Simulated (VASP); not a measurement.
# Cu (P6_3/mmc) in VASP: settings compared

Aim: see how the results for Cu move with the level of theory and the settings. Levels: PBEsol+D3(BJ), LDA, PBEsol. Tasks: single point, relaxation of cell and atoms.

Everything below comes from runs of VASP 6.6.1. Logs are shortened: lines on timing, memory, paths and dates and some standing lists are left out, and cuts for length are marked.

### 1 The cell of the first run

Symmetry: P6_3/mmc, No. 194, hexagonal system. The conventional cell has a = 2.476 Å, b = 2.476 Å, c = 8.133 Å, α = 90.00°, β = 90.00°, γ = 120.00°. Within 3.3 Å of Cu (site symmetry -3m) lie 12 Cu at 2.48 to 2.49 Å. Cu (site symmetry -6m2) has 12 Cu at 2.48 to 2.49 Å within 3.3 Å.

### 2 Single point, PBEsol+D3(BJ)

Contents of INCAR:

```
SYSTEM = Cu
PREC = Accurate
ENCUT = 600
EDIFF = 1E-6
ISMEAR = 1
SIGMA = 0.1
LREAL = .FALSE.
LASPH = .TRUE.
NELM = 120
ALGO = Normal
ISIF = 2
LWAVE = .FALSE.
LCHARG = .FALSE.
GGA = PS
IVDW = 12
NBANDS = 30
GGA_COMPAT = .FALSE.
```

Contents of KPOINTS:

```
regular mesh
0
G
  11 11 3
  0 0 0
```

Contents of POSCAR:

```
Cu
1.0
    2.4755171326      0.0000000000      0.0000000000
   -1.2377585663      2.1438607243      0.0000000000
    0.0000000000      0.0000000000      8.1325441425
Cu
4
Direct
    0.0000000000      0.0000000000      0.0000000000
    0.3333333333      0.6666666667      0.2500000000
    0.0000000000      0.0000000000      0.5000000000
    0.6666666667      0.3333333333      0.7500000000
```

Potentials or basis: VASP PAW PBE potentials, release 64 (Cu).

The run is started by

```sh
> cat potpaw_PBE.64/Cu/POTCAR > POTCAR
> mpirun -np 1 vasp_std > vasp.out
```

OUTCAR:

```text
SYSTEM = Cu
   PREC = Accurate
   ENCUT = 600
   EDIFF = 1E-6
   ISMEAR = 1
   LREAL = .FALSE.
   LASPH = .TRUE.
   NELM = 120
   ISIF = 2
   GGA = PS
   IVDW = 12
 IVDW          = 12

 ion  position               nearest neighbor table
   1  0.000  0.000  0.000-   2 2.49   4 2.49   2 2.49   4 2.49   4 2.49   2 2.49
   2  0.333  0.667  0.250-   1 2.49   3 2.49   1 2.49   3 2.49   1 2.49   3 2.49
   3  0.000  0.000  0.500-   2 2.49   4 2.49   2 2.49   4 2.49   4 2.49   2 2.49
   4  0.667  0.333  0.750-   1 2.49   3 2.49   1 2.49   3 2.49   1 2.49   3 2.49

  LATTYP: Found a hexagonal cell.
 ALAT       =     2.4755171326
 C/A-ratio  =     3.2851900055

  Lattice vectors:

 A1 = (   2.4755171326,   0.0000000000,   0.0000000000)
 A2 = (  -1.2377585663,   2.1438607243,   0.0000000000)
 A3 = (   0.0000000000,   0.0000000000,   8.1325441425)

Analysis of symmetry for initial positions (statically):
=====================================================================
 Subroutine PRICEL returns:
 Original cell was already a primitive cell.

 Routine SETGRP: Setting up the symmetry group for a
 hexagonal supercell.

 Subroutine GETGRP returns: Found 24 space group operations
 (whereof 12 operations were pure point group operations)
 out of a pool of 24 trial point group operations.

The static configuration has the point symmetry D_3d.
 The point group associated with its full space group is D_6h.

Analysis of symmetry for dynamics (positions and initial velocities):
=====================================================================
 Subroutine PRICEL returns:
 Original cell was already a primitive cell.

 Routine SETGRP: Setting up the symmetry group for a
 hexagonal supercell.

 Subroutine GETGRP returns: Found 24 space group operations
 (whereof 12 operations were pure point group operations)
 out of a pool of 24 trial point group operations.

The dynamic configuration has the point symmetry D_3d.
 The point group associated with its full space group is D_6h.

 Subroutine INISYM returns: Found 24 space group operations
 (whereof 12 operations are pure point group operations),
 and found     1 'primitive' translations

----------------------------------------------------------------------------------------

                                     Primitive cell

  volume of cell :      43.1607

  direct lattice vectors                    reciprocal lattice vectors
     2.475517133  0.000000000  0.000000000     0.403956000  0.233224106  0.000000000
    -1.237758566  2.143860724  0.000000000     0.000000000  0.466448211  0.000000000
     0.000000000  0.000000000  8.132544143     0.000000000  0.000000000  0.122962751

  length of vectors
     2.475517133  2.475517133  8.132544143     0.466448211  0.466448211  0.122962751

  position of ions in fractional coordinates (direct lattice)
     0.000000000  0.000000000  0.000000000
     0.333333333  0.666666667  0.250000000
     0.000000000  0.000000000  0.500000000
     0.666666667  0.333333333  0.750000000

  ion indices of the primitive-cell ions
   primitive index   ion index
                 1           1
                 2           2
                 3           3
                 4           4

----------------------------------------------------------------------------------------

 KPOINTS: regular mesh

Automatic generation of k-mesh.
 Grid dimensions read from file:
 generate k-points for:   11   11    3

 Generating k-lattice:

  Cartesian coordinates                     Fractional coordinates (reciprocal lattice)
     0.036723273  0.021202191  0.000000000     0.090909091 -0.000000000  0.000000000
     0.000000000  0.042404383  0.000000000     0.000000000  0.090909091  0.000000000
     0.000000000  0.000000000  0.040987584     0.000000000  0.000000000  0.333333333

  Length of vectors
     0.042404383  0.042404383  0.040987584

  Shift w.r.t. Gamma in fractional coordinates (k-lattice)
     0.000000000  0.000000000  0.000000000

 Subroutine IBZKPT returns following result:
 ===========================================

 Found     32 irreducible k-points:

 Following reciprocal coordinates:
            Coordinates               Weight
  0.000000  0.000000  0.000000      1.000000
  0.090909  0.000000  0.000000      6.000000
  0.181818  0.000000  0.000000      6.000000
  0.272727  0.000000  0.000000      6.000000
  0.363636  0.000000  0.000000      6.000000
  0.454545  0.000000  0.000000      6.000000
[... 16 lines left out ...]
  0.090909  0.090909  0.333333     12.000000
  0.181818  0.090909  0.333333     24.000000
 [... further k-points ...]
   k-points           NKPTS =     32   k-points in BZ     NKDIM =     32   number of bands    NBANDS=     30
   number of dos      NEDOS =    301   number of ions     NIONS =      4
   total plane-waves  NPLWV =  28000
   dimension x,y,z NGX =    20 NGY =   20 NGZ =   70
   dimension x,y,z NGXF=    40 NGYF=   40 NGZF=  140
   ions per type =               4
   NGX,Y,Z   is equivalent  to a cutoff of  13.43, 13.43, 14.31 a.u.
   NGXF,Y,Z  is equivalent  to a cutoff of  26.86, 26.86, 28.62 a.u.
 SYSTEM =  Cu
   PREC   = accura    normal or accurate (medium, high low for compatibility)
   ISTART =      0    job   : 0-new  1-cont  2-samecut
   ICHARG =      2    charge: 1-file 2-atom 10-const
   ISPIN  =      1    spin polarized calculation?
   LNONCOLLINEAR =      F non collinear calculations
   LSORBIT =      F    spin-orbit coupling
   LASPH  =      T    aspherical Exc in radial PAW
   ENCUT  =  600.0 eV  44.10 Ry    6.64 a.u.   4.94  4.94 16.24*2*pi/ulx,y,z
   NELM   =    120;   NELMIN=  2; NELMDL= -5     # of ELM steps
   EDIFF  = 0.1E-05   stopping-criterion for ELM
   LREAL  =      F    real-space projection
   EDIFFG = 0.1E-04   stopping-criterion for IOM
   NSW    =      0    number of steps for IOM
   IBRION =     -1    ionic relax: 0-MD 1-quasi-New 2-CG
   NFREE  =      0    steps in history (QN), initial steepest desc. (CG)
   ISIF   =      2    stress and relaxation
   ISYM   =      2    0-nonsym 1-usesym 2-fastsym
   POTIM  = 0.5000    time-step for ionic-motion
   TEBEG  =    0.0;   TEEND  =   0.0 temperature during run
   PSTRESS=    0.0 pullay stress
   NELECT =      44.0000    total number of electrons
   NUPDOWN=      -1.0000    fix difference up-down
   EMIN   =  10.00;   EMAX   =-10.00  energy-range for DOS
   EFERMI =   0.00;   METHOD = LEGACY
   ISMEAR =     1;   SIGMA  =   0.10  broadening in eV -4-tet -1-fermi 0-gaus
   EFERMI_NEDOS =   21; number of points for ismear=-14 and -15
   IALGO  =     38    algorithm
   IMIX   =      4    mixing-type and parameters
     AMIX     =   0.40;   BMIX     =  1.00
     AMIX_MAG =   1.60;   BMIX_MAG =  1.00
  volume/ion in A,a.u.               =      10.79        72.82
  Fermi-wavevector in a.u.,A,eV,Ry     =   1.647642  3.113591 36.936046  2.714723
  Thomas-Fermi vector in A             =   2.737066
   LORBIT       =      0    0 simple, 1 ext, 2 COOP (PROOUT), +10 PAW based schemes
   GGA     = PS    functional components
   LHFCALC =     F    Hartree Fock is set to
   AEXX    =    0.0000 exact exchange contribution
   IVDW    =    12    specifies the selected vdW correction
   LEPSILON=     F    determine dielectric tensor
   LRPA    =     F    only Hartree local field effects (RPA)
 non-spin polarized calculation
 Methfessel and Paxton  Order N= 1 SIGMA  =   0.10
  energy-cutoff  :      600.00
  volume of cell :       43.16
 maximum number of plane-waves:      1473
 NGX is ok and might be reduce to    20
   NGX =  9   NGY =  9   NGZ = 33

 number of electron      44.0000013 magnetization

 Free energy of the ion-electron system (eV)
  ---------------------------------------------------
  ext. energy  EPLUGINS =         0.00000000
  ---------------------------------------------------
  free energy    TOTEN  =       -17.15335603 eV

  energy without entropy =      -17.15417134  energy(sigma->0) =      -17.15362780

 E-fermi :   8.6516     XC(G=0): -13.4456

 val. band max:        8.6498623817   @ k =   0.2727   0.1818   0.0000
 cond. band min:       8.7161742820   @ k =   0.2727   0.1818   0.0000
 fundamental gap:      0.0663119003
 Fermi energy:         8.6516159089

 k-point     1 :       0.0000    0.0000    0.0000
  band No.  band energies     occupation
      1      -1.5313      2.00000
      2       0.6999      2.00000
      3       0.7021      2.00000
      4       2.9174      2.00000
      5       4.9239      2.00000
      6       4.9306      2.00000
[... 22 lines left out ...]
     29      31.2238      0.00000
     30      31.9148      0.00000

 k-point     2 :       0.0909    0.0000    0.0000
  band No.  band energies     occupation
      1      -1.2454      2.00000
      2       0.9530      2.00000
      3       0.9552      2.00000
      4       3.0901      2.00000
      5       4.7951      2.00000
      6       4.8643      2.00000
[... 22 lines left out ...]
     29      29.1861      0.00000
     30      29.2205      0.00000

 k-point     3 :       0.1818    0.0000    0.0000
  band No.  band energies     occupation
      1      -0.4135      2.00000
      2       1.6502      2.00000
      3       1.6521      2.00000
      4       3.5147      2.00000
      5       4.5717      2.00000
      6       4.6996      2.00000
[... 22 lines left out ...]
     29      24.9985      0.00000
     30      25.0876      0.00000

 k-point     4 :       0.2727    0.0000    0.0000
  band No.  band energies     occupation
      1       0.8592      2.00000
      2       2.5180      2.00000
      3       2.5185      2.00000
      4       3.8243      2.00000
      5       4.3389      2.00000
      6       4.4380      2.00000
[... 616 lines left out ...]
     29      20.2420      0.00000
     30      22.1363      0.00000

 k-point    23 :       0.0909    0.0909    0.3333
  band No.  band energies     occupation
      1      -0.4301      2.00000
      2       0.3107      2.00000
      3       2.6236      2.00000
      4       3.2758      2.00000
      5       4.6353      2.00000
      6       4.8037      2.00000
[... 22 lines left out ...]
     29      26.1223      0.00000
     30      26.3534      0.00000

 k-point    24 :       0.1818    0.0909    0.3333
  band No.  band energies     occupation
      1       0.6080      2.00000
      2       1.2725      2.00000
      3       3.2326      2.00000
      4       3.7591      2.00000
      5       4.3612      2.00000
      6       4.3834      2.00000
[... 22 lines left out ...]
     29      23.6122      0.00000
     30      24.2720      0.00000

 [... further k-points ...]

------------------------ aborting loop because EDIFF is reached ----------------------------------------

 Edisp (eV)   -2.29641

 E8    (eV) :    -1.4983

  FORCE on cell =-STRESS in cart. coord.  units (eV):
  Direction    XX          YY          ZZ          XY          YZ          ZX
  --------------------------------------------------------------------------------------
  -------------------------------------------------------------------------------------
  Total       0.23722     0.23722     0.23512     0.00000     0.00000     0.00000
  in kB       8.80599     8.80599     8.72803     0.00000     0.00000     0.00000
  external pressure =        8.78 kB  Pullay stress =        0.00 kB

 VOLUME and BASIS-vectors are now :
 -----------------------------------------------------------------------------
  energy-cutoff  :      600.00
  volume of cell :       43.16
      direct lattice vectors                 reciprocal lattice vectors
     2.475517133  0.000000000  0.000000000     0.403956000  0.233224106  0.000000000
    -1.237758566  2.143860724  0.000000000     0.000000000  0.466448211  0.000000000
     0.000000000  0.000000000  8.132544143     0.000000000  0.000000000  0.122962751

 POSITION                                       TOTAL-FORCE (eV/Angst)
 -----------------------------------------------------------------------------------
      0.00000      0.00000      0.00000        -0.000000      0.000000      0.000000
     -0.00000      1.42924      2.03314        -0.000000     -0.000000     -0.000000
      0.00000      0.00000      4.06627        -0.000000      0.000000      0.000000
      1.23776      0.71462      6.09941         0.000000     -0.000000      0.000000
 -----------------------------------------------------------------------------------
    total drift:                                0.000000     -0.000000      0.000000

  FREE ENERGIE OF THE ION-ELECTRON SYSTEM (eV)
  ---------------------------------------------------
  free  energy   TOTEN  =       -19.4497691207 eV

  energy  without entropy=      -19.4505844227  energy(sigma->0) =      -19.45004089
```

It took 50 s on 1 thread of Intel Xeon Platinum 8259CL at 2.50GHz (Skylake/Cascade Lake), shared host; peak memory 0.19 GiB.

What came out:

- Free energy: -19.4498 eV
- Pressure: 0.9 GPa
- Band gap on the k mesh: zero (band 22 reaches 11.42 eV, above the bottom of band 23 at 6.73 eV)
- Dispersion energy per atom: -0.574 eV

Caveat: the PAW data sets were made with another functional, which shifts forces and pressure a little; pairwise dispersion overbinds metals, which lowers pressure and volume.

(Part 1 of 2 ends here.)
